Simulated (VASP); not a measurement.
Set up this calculation in VASP 6.6.1, as the native input.

```
Task                   : relaxation of cell and atoms
Functional             : PBE
Potentials or basis    : VASP PAW PBE potentials, release 64 (Zn)
Cutoff                 : 600 eV
k mesh                 : 18 × 18 × 8
Occupations            : gaussian, width 0.1 eV
Spin                   : no spin polarisation
Dipole correction      : no
Further INCAR settings : ALGO = Normal; EDIFF = 1e-06; IBRION = 2; EDIFFG = -0.01; NSW = 100; ISIF = 3
```

The structure of Zn lies in POSCAR:

```
Zn
1.0
    2.9330256536      0.0000000000      0.0000000000
   -1.4665128268      2.5400747259      0.0000000000
    0.0000000000      0.0000000000      6.4297845523
Zn
3
Direct
    0.0000000000      0.5000000000      0.1666666667
    0.5000000000      0.5000000000      0.8333333333
    0.5000000000      0.0000000000      0.5000000000
```

These files were run (other wordings do the same):

INCAR

```
ALGO = Normal
EDIFF = 1E-6
EDIFFG = -0.01
ENCUT = 600
GGA = PE
IBRION = 2
ISIF = 3
ISMEAR = 0
LASPH = True
LCHARG = False
LREAL = False
LWAVE = False
NELM = 100
NSW = 100
PREC = Accurate
SIGMA = 0.1
```

KPOINTS

```
k-points
0
Gamma
  18 18 8
```

Potentials or basis: VASP PAW PBE potentials, release 64 (Zn).

Launch:

```bash
$ cat potpaw_PBE.64/Zn/POTCAR > POTCAR
$ mpirun -np 1 vasp_std > vasp.out
```

It gave:

The relaxed volume is 15.84 Å³/atom. The relaxed cell is a = 2.634 Å, b = 2.634 Å, c = 7.906 Å, α = 90.00°, β = 90.00°, γ = 120.00°. The space group after relaxing (to 0.05 Å) is P6_222 (No. 180) and the energy gained by relaxing is 35.2 meV/atom. The ionic steps are 17. The pressure after relaxing is 0.0 GPa. The band gap on the k mesh is zero (band 18 reaches 4.64 eV, above the bottom of band 19 at -0.90 eV).

Run time: 34 min on 1 thread of AMD EPYC 7R43 64-Core Processor (Zen 3), on a shared host, peak memory 0.28 GiB.
